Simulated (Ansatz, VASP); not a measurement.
## TePb in VASP and in Ansatz

```xyz
2
Lattice="0.0000 3.1762 3.1762 3.1762 0.0000 3.1762 3.1762 3.1762 0.0000" Properties=species:S:1:pos:R:3 pbc="T T T"
Te    3.1762    3.1762    3.1762
Pb    0.0000    0.0000    0.0000
```

Alike in both runs: task single point; functional PBE; k mesh 5 × 5 × 5; no spin polarisation.

|  | VASP | Ansatz |
| --- | --- | --- |
| version | VASP 6.6.1 | Ansatz 0.2.0 |
| potentials or method | VASP PAW PBE potentials, release 64 (Te, Pb_d), cutoff 520 eV | plane waves, PAW |
| occupations | gaussian, width 0.01 eV | fixed |
| valence electrons in the cell | 20 | 30 |

```csv
,VASP,Ansatz,Ansatz less VASP
pressure (GPa),4.8,4.9,+0.04
```

VASP's potentials hold 20 valence electrons a cell and Ansatz's 30, so a difference there can come from the potentials and not from the codes. Ansatz's warnings: stress scf threshold loose.

Spin-orbit coupling is off throughout.
